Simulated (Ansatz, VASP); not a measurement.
## One calculation of C, two programs

```
CELL_PARAMETERS angstrom
2.46662 0.00000 0.00000
-1.23331 2.13616 0.00000
0.00000 0.00000 4.07211
ATOMIC_POSITIONS crystal
C 0.66667 0.33333 0.50000
C 0.33333 0.66667 0.50000
```

Alike in both runs: task relaxation of cell and atoms; functional PBE; k mesh 24 × 24 × 14; occupations gaussian, width 0.1 eV; no spin polarisation.

|  | VASP | Ansatz |
| --- | --- | --- |
| version | VASP 6.6.1 | Ansatz 0.2.0 |
| potentials or method | VASP PAW PBE potentials, release 64 (C), cutoff 600 eV | scalar-relativistic, plane waves, PAW |
| valence electrons in the cell | 8 | 8 |

```tsv
	VASP	Ansatz	Ansatz less VASP
gap on the k mesh at the Fermi level, each at its own relaxed structure (eV)	none	none	-
relaxed volume (Å³/atom)	10.74	11.67	+0.930
relaxed cell length with the largest relative difference (Å)	4.075	4.429	+0.3544
```

A gap of «none» marks a metal or a gap that the smearing closes. One of these differences is far larger than is usual between the two programs; its cause wasn't traced.
